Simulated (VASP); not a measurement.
A run of VASP 6.6.1:

The input INCAR:

```
SYSTEM = HfBi3
PREC = Accurate ; ENCUT = 520
EDIFF = 1E-7 ; ISMEAR = 0
SIGMA = 0.05 ; LREAL = .False.
LASPH = .True. ; NELM = 80
ALGO = Fast ; ISIF = 2
LWAVE = .False. ; LCHARG = .False.
GGA = RP ; NBANDS = 36
```

KPOINTS

```
Automatic mesh
0
Gamma
  8 8 8
  0 0 0
```

File POSCAR:

```
HfBi3
1.0
   -2.3154630000      2.3154630000      5.2652240000
    2.3154630000     -2.3154630000      5.2652240000
    2.3154630000      2.3154630000     -5.2652240000
Bi Hf
3 1
Direct
    0.5000000000      0.5000000000      0.0000000000
    0.2500000000      0.7500000000      0.5000000000
    0.7500000000      0.2500000000      0.5000000000
    0.0000000000      0.0000000000      0.0000000000
```

Potentials or basis: VASP PAW PBE potentials, release 64 (Bi_d, Hf_pv).

Command:

```sh
$ cat potpaw_PBE.64/Bi_d/POTCAR potpaw_PBE.64/Hf_pv/POTCAR > POTCAR
$ mpirun -np 1 vasp_std > vasp.out
```

Hardware: 1 thread of Intel(R) Xeon(R) Platinum 8375C CPU @ 2.90GHz (Ice Lake), with other jobs on the host.

**Question.** How long does it take, and how much memory?

**Answer.** Wall time 7.1 min on 1 thread of Intel(R) Xeon(R) Platinum 8375C CPU @ 2.90GHz (Ice Lake) (shared host), peak memory 0.45 GiB. Counts: scf iterations 17, k points 59.
